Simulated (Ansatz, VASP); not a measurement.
## Two plane-wave programs on SrB4Pt

The input INCAR:

```
SYSTEM = SrB4Pt
PREC = Accurate
ENCUT = 520
EDIFF = 1E-6
ISMEAR = 0
SIGMA = 0.1
LREAL = .False.
LASPH = .True.
NELM = 100
ALGO = Normal
ISIF = 2
LWAVE = .False.
LCHARG = .False.
GGA = PE
NBANDS = 25
```

Contents of KPOINTS:

```
regular mesh
0
Gamma
  6 6 2
  0 0 0
```

Contents of POSCAR:

```
SrB4Pt
1.0
    2.6446765200      0.0000000000      0.0000000000
    0.0000000000      2.6446765200      0.0000000000
    0.0000000000      0.0000000000      9.9659645900
Sr B Pt
1 4 1
Direct
    0.0000000000      0.0000000000      0.5000000000
    0.5000000000      0.5000000000      0.3645260000
    0.5000000000      0.5000000000      0.8643389900
    0.5000000000      0.5000000000      0.1356610100
    0.5000000000      0.5000000000      0.6354740000
    0.0000000000      0.0000000000      0.0000000000
```

Input for Ansatz:

```yaml
crystal:
  lattice:
    - [2.64467652, 0.0, 0.0]
    - [0.0, 2.64467652, 0.0]
    - [0.0, 0.0, 9.96596459]
  atoms:
    - { symbol: Sr, position: [0.0, 0.0, 0.5] }
    - { symbol: B, position: [0.5, 0.5, 0.364526] }
    - { symbol: B, position: [0.5, 0.5, 0.86433899] }
    - { symbol: B, position: [0.5, 0.5, 0.13566101] }
    - { symbol: B, position: [0.5, 0.5, 0.635474] }
    - { symbol: Pt, position: [0.0, 0.0, 0.0] }
basis:
  ecutwfc: 420
kpoints:
  mp_grid: { grid: [6, 6, 2] }
hamiltonian:
  xc: pbe
scf:
  occupations: { method: gaussian, width: 0.1 }
  lower_state_search: "off"
output:
  forces: true
  stress: true
  eigenvalues: true
```

Change from the starting cell: species swapped into the MnFeSi4 type (P4/mmm, No. 123).

Alike in both runs: task single point; functional PBE; k mesh 6 × 6 × 2; occupations gaussian, width 0.1 eV; no spin polarisation.

|  | VASP | Ansatz |
| --- | --- | --- |
| version | VASP 6.6.1 | Ansatz 0.2.0 |
| potentials or method | VASP PAW PBE potentials, release 64 (Sr_sv, B, Pt), cutoff 520 eV | scalar-relativistic, plane waves, PAW |
| valence electrons in the cell | 32 | 40 |

|  | VASP | Ansatz | Ansatz less VASP |
| --- | --- | --- | --- |
| gap on the k mesh at the Fermi level (eV) | none | none | - |
| rms of the force components (eV/Å) | 2.784 | 2.743 | -0.0412 |

Atom by atom the forces differ by 0.043 eV/Å (rms over components). A gap of «none» marks a metal or a gap that the smearing closes. VASP's potentials hold 32 valence electrons a cell and Ansatz's 40, so a difference there can come from the potentials and not from the codes.

The k mesh is coarse, so the values compare programs but aren't converged. Neither program's run includes spin-orbit coupling.
